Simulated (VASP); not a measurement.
# KCl (Pm-3m) in VASP: notebook

The runs below take KCl through single point, relaxation of cell and atoms, with PBEsol.

Everything below comes from runs of VASP 6.6.1. Logs are shortened: lines on timing, memory, paths and dates and some standing lists are left out, and cuts for length are marked.

**1. The cell of the first run**

It takes space group Pm-3m (No. 221, cubic). The conventional cell has a = 3.740 Å, b = 3.740 Å, c = 3.740 Å, α = 90.00°, β = 90.00°, γ = 90.00°. Within 4.3 Å of K (site symmetry m-3m) lie 8 Cl at 3.24 Å and 6 K at 3.74 Å. Cl (site symmetry m-3m) has 8 K at 3.24 Å and 6 Cl at 3.74 Å within 4.3 Å.

**2. Single point, PBEsol**

Contents of INCAR:

```
SYSTEM = KCl
ALGO = Normal
EDIFF = 1E-6
ENCUT = 520
GGA = PS
ISIF = 2
ISMEAR = -1
LASPH = .True.
LCHARG = .True.
LELF = .True.
LREAL = .False.
LVHAR = .True.
LWAVE = .False.
NBANDS = 15
NELM = 100
PREC = Accurate
SIGMA = 0.03
```

Contents of KPOINTS:

```
k-points
0
Gamma
  6 6 6
  0 0 0
```

Contents of POSCAR:

```
KCl
1.0
    3.7395754092      0.0000000000      0.0000000000
    0.0000000000      3.7395754092      0.0000000000
    0.0000000000      0.0000000000      3.7395754092
K Cl
1 1
Direct
    0.0000000000      0.0000000000      0.0000000000
    0.5000000000      0.5000000000      0.5000000000
```

Potentials or basis: VASP PAW PBE potentials, release 64 (K_sv, Cl).

Launch:

```
cat potpaw_PBE.64/K_sv/POTCAR potpaw_PBE.64/Cl/POTCAR > POTCAR
mpirun -np 1 vasp_std > vasp.out
```

OUTCAR:

```text
SYSTEM = KCl
   EDIFF = 1E-6
   ENCUT = 520
   GGA = PS
   ISIF = 2
   ISMEAR = -1
   LASPH = .True.
   LREAL = .False.
   NELM = 100
   PREC = Accurate

 ion  position               nearest neighbor table
   1  0.000  0.000  0.000-   2 3.24   2 3.24   2 3.24   2 3.24   2 3.24   2 3.24   2 3.24   2 3.24

   2  0.500  0.500  0.500-   1 3.24   1 3.24   1 3.24   1 3.24   1 3.24   1 3.24   1 3.24   1 3.24

  LATTYP: Found a simple cubic cell.
 ALAT       =     3.7395754092

  Lattice vectors:

 A1 = (   3.7395754092,   0.0000000000,   0.0000000000)
 A2 = (   0.0000000000,   3.7395754092,   0.0000000000)
 A3 = (   0.0000000000,   0.0000000000,   3.7395754092)

Analysis of symmetry for initial positions (statically):
=====================================================================
 Subroutine PRICEL returns:
 Original cell was already a primitive cell.

 Routine SETGRP: Setting up the symmetry group for a
 simple cubic supercell.

 Subroutine GETGRP returns: Found 48 space group operations
 (whereof 48 operations were pure point group operations)
 out of a pool of 48 trial point group operations.

The static configuration has the point symmetry O_h .

Analysis of symmetry for dynamics (positions and initial velocities):
=====================================================================
 Subroutine PRICEL returns:
 Original cell was already a primitive cell.

 Routine SETGRP: Setting up the symmetry group for a
 simple cubic supercell.

 Subroutine GETGRP returns: Found 48 space group operations
 (whereof 48 operations were pure point group operations)
 out of a pool of 48 trial point group operations.

The dynamic configuration has the point symmetry O_h .

 Subroutine INISYM returns: Found 48 space group operations
 (whereof 48 operations are pure point group operations),
 and found     1 'primitive' translations

----------------------------------------------------------------------------------------

                                     Primitive cell

  volume of cell :      52.2958

  direct lattice vectors                    reciprocal lattice vectors
     3.739575409  0.000000000  0.000000000     0.267410037  0.000000000  0.000000000
     0.000000000  3.739575409  0.000000000     0.000000000  0.267410037  0.000000000
     0.000000000  0.000000000  3.739575409     0.000000000  0.000000000  0.267410037

  length of vectors
     3.739575409  3.739575409  3.739575409     0.267410037  0.267410037  0.267410037

  position of ions in fractional coordinates (direct lattice)
     0.000000000  0.000000000  0.000000000
     0.500000000  0.500000000  0.500000000

  ion indices of the primitive-cell ions
   primitive index   ion index
                 1           1
                 2           2

----------------------------------------------------------------------------------------

 KPOINTS: k-points

Automatic generation of k-mesh.
 Grid dimensions read from file:
 generate k-points for:    6    6    6

 Generating k-lattice:

  Cartesian coordinates                     Fractional coordinates (reciprocal lattice)
     0.044568340  0.000000000  0.000000000     0.166666667  0.000000000  0.000000000
     0.000000000  0.044568340  0.000000000     0.000000000  0.166666667  0.000000000
     0.000000000  0.000000000  0.044568340     0.000000000  0.000000000  0.166666667

  Length of vectors
     0.044568340  0.044568340  0.044568340

  Shift w.r.t. Gamma in fractional coordinates (k-lattice)
     0.000000000  0.000000000  0.000000000

 Subroutine IBZKPT returns following result:
 ===========================================

 Found     20 irreducible k-points:

 Following reciprocal coordinates:
            Coordinates               Weight
  0.000000  0.000000  0.000000      1.000000
  0.166667  0.000000  0.000000      6.000000
  0.333333  0.000000  0.000000      6.000000
  0.500000  0.000000  0.000000      3.000000
  0.166667  0.166667  0.000000     12.000000
  0.333333  0.166667  0.000000     24.000000
[... 12 lines left out ...]
  0.500000  0.500000  0.333333      6.000000
  0.500000  0.500000  0.500000      1.000000
   k-points           NKPTS =     20   k-points in BZ     NKDIM =     20   number of bands    NBANDS=     15
   number of dos      NEDOS =    301   number of ions     NIONS =      2
   total plane-waves  NPLWV =  21952
   dimension x,y,z NGX =    28 NGY =   28 NGZ =   28
   dimension x,y,z NGXF=    56 NGYF=   56 NGZF=   56
   ions per type =               1   1
   NGX,Y,Z   is equivalent  to a cutoff of  12.45, 12.45, 12.45 a.u.
   NGXF,Y,Z  is equivalent  to a cutoff of  24.90, 24.90, 24.90 a.u.
 SYSTEM =  KCl
   PREC   = accura    normal or accurate (medium, high low for compatibility)
   ISTART =      0    job   : 0-new  1-cont  2-samecut
   ICHARG =      2    charge: 1-file 2-atom 10-const
   ISPIN  =      1    spin polarized calculation?
   LNONCOLLINEAR =      F non collinear calculations
   LSORBIT =      F    spin-orbit coupling
   LASPH  =      T    aspherical Exc in radial PAW
   ENCUT  =  520.0 eV  38.22 Ry    6.18 a.u.   6.95  6.95  6.95*2*pi/ulx,y,z
   NELM   =    100;   NELMIN=  2; NELMDL= -5     # of ELM steps
   EDIFF  = 0.1E-05   stopping-criterion for ELM
   LREAL  =      F    real-space projection
   EDIFFG = 0.1E-04   stopping-criterion for IOM
   NSW    =      0    number of steps for IOM
   IBRION =     -1    ionic relax: 0-MD 1-quasi-New 2-CG
   NFREE  =      0    steps in history (QN), initial steepest desc. (CG)
   ISIF   =      2    stress and relaxation
   ISYM   =      2    0-nonsym 1-usesym 2-fastsym
   POTIM  = 0.5000    time-step for ionic-motion
   TEBEG  =    0.0;   TEEND  =   0.0 temperature during run
   PSTRESS=    0.0 pullay stress
   NELECT =      16.0000    total number of electrons
   NUPDOWN=      -1.0000    fix difference up-down
   EMIN   =  10.00;   EMAX   =-10.00  energy-range for DOS
   EFERMI =   0.00;   METHOD = LEGACY
   ISMEAR =    -1;   SIGMA  =   0.03  broadening in eV -4-tet -1-fermi 0-gaus
   EFERMI_NEDOS =   21; number of points for ismear=-14 and -15
   IALGO  =     38    algorithm
   IMIX   =      4    mixing-type and parameters
     AMIX     =   0.40;   BMIX     =  1.00
     AMIX_MAG =   1.60;   BMIX_MAG =  1.00
  volume/ion in A,a.u.               =      26.15       176.45
  Fermi-wavevector in a.u.,A,eV,Ry     =   1.103128  2.084609 16.556809  1.216891
  Thomas-Fermi vector in A             =   2.239581
   LORBIT       =      0    0 simple, 1 ext, 2 COOP (PROOUT), +10 PAW based schemes
   GGA     = PS    functional components
   LHFCALC =     F    Hartree Fock is set to
   AEXX    =    0.0000 exact exchange contribution
   IVDW    =     0    specifies the selected vdW correction
   LEPSILON=     F    determine dielectric tensor
   LRPA    =     F    only Hartree local field effects (RPA)
 non-spin polarized calculation
  energy-cutoff  :      520.00
  volume of cell :       52.30
 maximum number of plane-waves:      1434
 NGX is ok and might be reduce to    28
   NGX = 13   NGY = 13   NGZ = 13

 number of electron      15.9999998 magnetization

 Free energy of the ion-electron system (eV)
  ---------------------------------------------------
  ext. energy  EPLUGINS =         0.00000000
  ---------------------------------------------------
  free energy    TOTEN  =        -6.91528572 eV

  energy without entropy =       -6.91528572  energy(sigma->0) =       -6.91528572

 E-fermi :   0.2027     XC(G=0):  -8.6266

 val. band max:       -0.5003118725   @ k =   0.5000   0.5000   0.0000
 cond. band min:       4.4481646249   @ k =   0.0000   0.0000   0.0000
 fundamental gap:      4.9484764973
 Fermi energy:         0.2026513780

 k-point     1 :       0.0000    0.0000    0.0000
  band No.  band energies     occupation
      1     -28.2628      2.00000
      2     -13.2075      2.00000
      3     -11.6967      2.00000
      4     -11.6967      2.00000
      5     -11.6967      2.00000
      6      -0.7235      2.00000
      7      -0.7235      2.00000
      8      -0.7235      2.00000
      9       4.4482      0.00000
     10       5.8550      0.00000
     11       5.8550      0.00000
     12      10.3302      0.00000
     13      10.3302      0.00000
     14      10.3302      0.00000
     15      13.3905      0.00000

 k-point     2 :       0.1667    0.0000    0.0000
  band No.  band energies     occupation
      1     -28.2558      2.00000
      2     -13.2524      2.00000
      3     -11.6861      2.00000
      4     -11.6861      2.00000
      5     -11.6643      2.00000
      6      -1.2830      2.00000
      7      -0.7306      2.00000
      8      -0.7306      2.00000
      9       5.1056      0.00000
     10       6.0979      0.00000
     11       6.4849      0.00000
     12      10.2270      0.00000
     13      10.2270      0.00000
     14      10.4736      0.00000
     15      12.3122      0.00000

 k-point     3 :       0.3333    0.0000    0.0000
  band No.  band energies     occupation
      1     -28.2419      2.00000
      2     -13.3473      2.00000
      3     -11.6649      2.00000
      4     -11.6649      2.00000
      5     -11.5864      2.00000
      6      -2.1582      2.00000
      7      -0.7465      2.00000
      8      -0.7465      2.00000
      9       6.4328      0.00000
     10       6.7675      0.00000
     11       7.7076      0.00000
     12      10.1580      0.00000
     13      10.1580      0.00000
     14      10.5214      0.00000
     15      10.8099      0.00000
[... 271 lines left out ...]
 k-point    19 :       0.5000    0.5000    0.3333
  band No.  band energies     occupation
      1     -28.1917      2.00000
      2     -12.7512      2.00000
      3     -11.9338      2.00000
      4     -11.9338      2.00000
      5     -11.8433      2.00000
      6      -1.9899      2.00000
      7      -1.9899      2.00000
      8      -1.7135      2.00000
      9       7.4283      0.00000
     10       8.3284      0.00000
     11       8.3284      0.00000
     12       8.9831      0.00000
     13      10.1028      0.00000
     14      10.1028      0.00000
     15      12.1339      0.00000

 k-point    20 :       0.5000    0.5000    0.5000
  band No.  band energies     occupation
      1     -28.1857      2.00000
      2     -12.7056      2.00000
      3     -11.9144      2.00000
      4     -11.9144      2.00000
      5     -11.9144      2.00000
      6      -2.0401      2.00000
      7      -2.0401      2.00000
      8      -2.0401      2.00000
      9       8.3965      0.00000
     10       8.3965      0.00000
     11       8.3965      0.00000
     12       9.6755      0.00000
     13       9.6755      0.00000
     14       9.6755      0.00000
     15      12.1588      0.00000

------------------------ aborting loop because EDIFF is reached ----------------------------------------

  FORCE on cell =-STRESS in cart. coord.  units (eV):
  Direction    XX          YY          ZZ          XY          YZ          ZX
  --------------------------------------------------------------------------------------
  -------------------------------------------------------------------------------------
  Total        0.0056553      0.0056553      0.0056553     -0.0000000      0.0000000      0.0000000
  in kB        0.1732595      0.1732595      0.1732595     -0.0000000      0.0000000      0.0000000
  external PRESSURE =       0.1732595 kB  Pullay stress =       0.0000000 kB

 VOLUME and BASIS-vectors are now :
 -----------------------------------------------------------------------------
  energy-cutoff  :      520.00
  volume of cell :       52.30
      direct lattice vectors                 reciprocal lattice vectors
     3.739575409  0.000000000  0.000000000     0.267410037  0.000000000  0.000000000
     0.000000000  3.739575409  0.000000000     0.000000000  0.267410037  0.000000000
     0.000000000  0.000000000  3.739575409     0.000000000  0.000000000  0.267410037

 POSITION                                       TOTAL-FORCE (eV/Angst)
 -----------------------------------------------------------------------------------
      0.00000      0.00000      0.00000         0.000000      0.000000      0.000000
      1.86979      1.86979      1.86979         0.000000      0.000000      0.000000
 -----------------------------------------------------------------------------------
    total drift:                                0.000000      0.000000      0.000000

  FREE ENERGIE OF THE ION-ELECTRON SYSTEM (eV)
  ---------------------------------------------------
  free  energy   TOTEN  =        -6.9152857204 eV

  energy  without entropy=       -6.9152857204  energy(sigma->0) =       -6.91528572
```

Wall time 7.5 s (1 thread of AMD EPYC 9R45 (Zen 5), shared host); peak memory 0.13 GiB.

Results:

| Item | Value |
| --- | --- |
| Free energy | -6.9153 eV |
| Pressure | 0.0 GPa |
| Band gap on the k mesh | 4.95 eV, indirect (least direct gap 5.17 eV) |

Levels at points of the mesh, in eV from the valence-band top:
```
           k point  band 4  band 5  band 6  band 7  band 8  band 9  band 10  band 11  band 12  band 13
(0.00, 0.00, 0.00)  -11.20  -11.20   -0.22   -0.22   -0.22    4.95     6.36     6.36    10.83    10.83
(0.50, 0.00, 0.00)  -11.15  -11.04   -2.03   -0.25   -0.25    7.85     7.91     8.57    10.01    10.73
(0.50, 0.50, 0.00)  -11.49  -11.12   -1.34   -1.34    0.00    6.09     7.24     8.93     8.93    11.81
(0.50, 0.50, 0.50)  -11.41  -11.41   -1.54   -1.54   -1.54    8.90     8.90     8.90    10.18    10.18
```

Caveat: the PAW data sets were made with another functional, which shifts forces and pressure a little. A k mesh can miss the band edges.

**3. Relaxation of cell and atoms, PBEsol**

This run uses another cell than the first one, of 31.01 Å³/atom, 1.186 times its volume.

Contents of INCAR:

```
ALGO     = Normal         # electronic algorithm
EDIFF    = 1E-7           # SCF threshold, eV
EDIFFG   = -0.01          # ionic threshold
ENCUT    = 600            # plane-wave cutoff, eV
GGA      = PS             # functional
IBRION   = 2              # ionic algorithm
ISIF     = 3              # what is computed and relaxed
ISMEAR   = -1             # smearing method
LASPH    = True           # aspherical terms in the spheres
LCHARG   = False          # write CHGCAR
LREAL    = False          # projectors in reciprocal space
LWAVE    = False          # write WAVECAR
NELM     = 80             # most SCF steps
NSW      = 100            # ionic steps
PREC     = Accurate       # precision mode
SIGMA    = 0.03           # smearing width, eV
```

Contents of KPOINTS:

```
k-points
0
Gamma
  6 6 6
```

Contents of POSCAR:

```
KCl
1.0
    3.9585097900      0.0000000000      0.0000000000
    0.0000000000      3.9585097900      0.0000000000
    0.0000000000      0.0000000000      3.9585097900
K Cl
1 1
Direct
    0.0000000000      0.0000000000      0.0000000000
    0.5000000000      0.5000000000      0.5000000000
```

Potentials or basis: VASP PAW PBE potentials, release 64 (K_sv, Cl).

Launch:

```
cat potpaw_PBE.64/K_sv/POTCAR potpaw_PBE.64/Cl/POTCAR > POTCAR
mpirun -np 1 vasp_std > vasp.out
```

Wall time 33 s (1 thread of AMD EPYC 9R45 (Zen 5), shared host); peak memory 0.16 GiB.

Results (log left out):

```
Free energy                            : -6.9158 eV
Relaxed volume                         : 26.25 Å³/atom
Relaxed cell                           : a = 3.744 Å, b = 3.744 Å, c = 3.744 Å, α = 90.00°, β = 90.00°, γ = 90.00°
Space group after relaxing (to 0.05 Å) : Pm-3m (No. 221)
Energy gained by relaxing              : 42.8 meV/atom
Ionic steps                            : 5
Pressure after relaxing                : 0.0 GPa
Band gap on the k mesh                 : 4.93 eV, indirect (least direct gap 5.15 eV)
```

The path:
| step | energy change (eV) | largest force (eV/Å) | pressure (GPa) | volume (Å³) |
| --- | --- | --- | --- | --- |
| 1 | 0.0000 | 0.0000 | -2.43 | 62.03 |
| 2 | -0.0539 | 0.0000 | -1.69 | 57.90 |
| 3 | -0.0847 | 0.0000 | -0.33 | 53.30 |
| 4 | -0.0856 | 0.0000 | 0.06 | 52.31 |
| 5 | -0.0856 | 0.0000 | -0.02 | 52.49 |

Final structure:
```yaml
crystal:
  lattice:
    - [3.74430, 0.00000, 0.00000]
    - [0.00000, 3.74430, 0.00000]
    - [0.00000, 0.00000, 3.74430]
  atoms:
    - { symbol: K, position: [0.00000, 0.00000, 0.00000] }
    - { symbol: Cl, position: [0.50000, 0.50000, 0.50000] }
```

Levels at points of the mesh, in eV from the valence-band top:
```
           k point  band 6  band 7  band 8  band 9  band 10  band 11
(0.00, 0.00, 0.00)   -0.22   -0.22   -0.22    4.93     6.36     6.36
(0.50, 0.00, 0.00)   -2.02   -0.25   -0.25    7.85     7.89     8.55
(0.50, 0.50, 0.00)   -1.34   -1.34    0.00    6.08     7.24     8.93
(0.50, 0.50, 0.50)   -1.53   -1.53   -1.53    8.88     8.88     8.88
```

Caveat: the volume moved by over 15 % at a fixed basis, so the end points are rough; the PAW data sets were made with another functional, which shifts forces and pressure a little.
